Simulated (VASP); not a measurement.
Crystal: MgS.

```
S Mg
1.0
     0.00000    2.83312    2.83312
     2.83312    0.00000    2.83312
     2.83312    2.83312    0.00000
S Mg
1 1
Direct
  0.25000 0.25000 0.25000
  0.00000 0.00000 0.00000
```

```yaml
Program: VASP 6.6.1
Task: relaxation of cell and atoms
Functional: BLYP
Potentials_or_basis: VASP PAW PBE potentials, release 64 (S, Mg)
Cutoff: 600 eV
k_mesh: 8 × 8 × 8
Occupations: fermi-dirac, width 0.05 eV
Spin: no spin polarisation
```

At the start: pressure 2.3 GPa; volume 22.74 Å³/atom.

Question: Where does the relaxation end?

Answer: Over 3 steps the energy falls by 6.4 meV/atom and the volume is 23.67 Å³/atom (+4.1 %); space group F-43m (No. 216, to 0.05 Å).

Step by step:
| step | energy change (eV) | largest force (eV/Å) | pressure (GPa) | volume (Å³) |
| --- | --- | --- | --- | --- |
| 1 | 0.0000 | 0.0000 | 2.30 | 45.48 |
| 2 | -0.0125 | 0.0000 | -0.37 | 47.66 |
| 3 | -0.0129 | 0.0000 | 0.01 | 47.33 |

Final structure:
```cif
data_structure
_symmetry_space_group_name_H-M 'P 1'
_symmetry_Int_Tables_number 1
_cell_length_a 4.0603
_cell_length_b 4.0603
_cell_length_c 4.0603
_cell_angle_alpha 60.000
_cell_angle_beta 60.000
_cell_angle_gamma 60.000
_cell_volume 47.33
loop_
_atom_site_label
_atom_site_type_symbol
_atom_site_fract_x
_atom_site_fract_y
_atom_site_fract_z
_atom_site_occupancy
S1 S 0.25000 0.25000 0.25000 1
Mg1 Mg 0.00000 0.00000 0.00000 1
```

Caveat: the PAW data sets were made with another functional, which shifts forces and pressure a little.
